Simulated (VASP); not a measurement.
A run of VASP 6.6.1 is set up as follows.

File INCAR:

```
PREC = Accurate
ENCUT = 520
EDIFF = 1E-6
ISMEAR = 0
SIGMA = 0.02
LREAL = F
LASPH = T
NELM = 150
ALGO = Normal
ISIF = 2
LWAVE = F
LCHARG = F
ISPIN = 2
MAGMOM = 0 2.65
LORBIT = 11
GGA = PE
NBANDS = 18
```

KPOINTS

```
regular mesh
0
Gamma
  6 6 6
```

POSCAR

```
CsC
1.0
    4.6231601366      0.0000000000      0.0000000000
   -2.3115800683      4.0037741240      0.0000000000
    0.0000000000      0.0000000000      4.2136310222
Cs C
1 1
Direct
    0.0000000000      0.0000000000      0.0000000000
    0.6666666667      0.3333333333      0.5000000000
```

Potentials or basis: VASP PAW PBE potentials, release 64 (Cs_sv, C).

Run with:

```console
$ cat potpaw_PBE.64/Cs_sv/POTCAR potpaw_PBE.64/C/POTCAR > POTCAR
$ mpirun -np 1 vasp_std > vasp.out
```

(1) Predict the site moments.

(2) Predict the pressure.

## Answers

(1) Cs +0.09; C +1.19 μB.

(2) 0.0 GPa.
